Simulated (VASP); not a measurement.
A run of VASP 6.6.1 is set up as follows.

The input POSCAR:

```
SiC
1.0
    3.0751950059      0.0000000000      0.0230639625
   -1.5375975029      2.6631969967     -0.0115319813
    0.0378612514      0.0000000000      5.0481668544
Si C
2 2
Direct
    0.3333333333      0.6666666667      0.0046028828
    0.6666666667      0.3333333333      0.5046028828
    0.3333333333      0.6666666667      0.3803971172
    0.6666666667      0.3333333333      0.8803971172
```

File INCAR.step1:

```
PREC     = Accurate       # precision mode
ENCUT    = 520            # plane-wave cutoff, eV
ISMEAR   = 0              # smearing method
SIGMA    = 0.05           # smearing width, eV
LREAL    = False          # projectors in reciprocal space
LASPH    = True           # aspherical terms in the spheres
NELM     = 60             # most SCF steps
NBANDS   = 16             # bands
GGA      = PE             # functional
ALGO     = Normal         # electronic algorithm
EDIFF    = 1E-4           # SCF threshold, eV
LWAVE    = True           # write WAVECAR
LCHARG   = False          # write CHGCAR
```

Contents of INCAR.step2:

```
PREC     = Accurate       # precision mode
ENCUT    = 520            # plane-wave cutoff, eV
EDIFF    = 1E-6           # SCF threshold, eV
ISMEAR   = 0              # smearing method
SIGMA    = 0.05           # smearing width, eV
LREAL    = False          # projectors in reciprocal space
LASPH    = True           # aspherical terms in the spheres
NELM     = 60             # most SCF steps
ALGO     = Normal         # electronic algorithm
ISIF     = 2              # what is computed and relaxed
LWAVE    = False          # write WAVECAR
LCHARG   = False          # write CHGCAR
METAGGA  = R2SCAN         # meta-GGA
LMIXTAU  = True         
NBANDS   = 16             # bands
ISTART   = 1
```

KPOINTS

```
regular mesh
0
Gamma
  12 12 6
```

Potentials or basis: VASP PAW PBE potentials, release 64 (Si, C).

Command:

```sh
$ cat potpaw_PBE.64/Si/POTCAR potpaw_PBE.64/C/POTCAR > POTCAR
$ cp INCAR.step1 INCAR
$ mpirun -np 1 vasp_std > vasp.out
$ cp INCAR.step2 INCAR
$ mpirun -np 1 vasp_std > vasp.out
```

**Question.** Estimate the band gap on the k mesh.

**Answer.** 2.64 eV (least direct gap 4.49 eV).

**Question.** Predict the pressure.

**Answer.** -0.1 GPa.

**Question.** Predict the largest force.

**Answer.** 0.082 eV/Å.

Stress tensor (GPa, compression positive):
```
-0.15  0.00 -2.66
 0.00 -0.14  0.00
-2.66  0.00 -0.13
```

Caveat: the cell differs from its parent crystal (strain +0.0150 x Voigt [0, 0, 0, 0, 1, 0]); the PAW data sets were made with another functional, which shifts forces and pressure a little. A k mesh can miss the band edges.
